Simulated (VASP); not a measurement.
Input of a VASP 6.6.1 run:

File INCAR:

```
SYSTEM = PbS
ALGO = Normal
EDIFF = 1E-7
ENCUT = 520
GGA = PE
ISIF = 2
ISMEAR = 0
LASPH = .True.
LCHARG = .False.
LREAL = .False.
LWAVE = .False.
NBANDS = 28
NELM = 100
PREC = Accurate
SIGMA = 0.02
```

Contents of KPOINTS:

```
k-points
0
Gamma
  8 8 6
  0 0 0
```

POSCAR

```
PbS
1.0
    4.2901160841      0.0000000000      0.0000000000
    0.0000000000      4.2901160841      0.0000000000
    0.0000000000      0.0000000000      6.0685996716
Pb S
2 2
Direct
    0.5000000000      0.0000000000      0.7488913845
    0.0000000000      0.5000000000      0.2511086155
    0.5000000000      0.0000000000      0.2514106328
    0.0000000000      0.5000000000      0.7485893672
```

Potentials or basis: VASP PAW PBE potentials, release 64 (Pb_d, S).

The run is started by

```console
$ cat potpaw_PBE.64/Pb_d/POTCAR potpaw_PBE.64/S/POTCAR > POTCAR
$ mpirun -np 1 vasp_std > vasp.out
```

Q: What does it give for the band gap on the k mesh?

A: 0.59 eV.

Q: What does it give for the pressure?

A: -1.5 GPa.

Caveat: spin-orbit coupling is left out, which moves the levels of the heavy elements. A k mesh can miss the band edges.
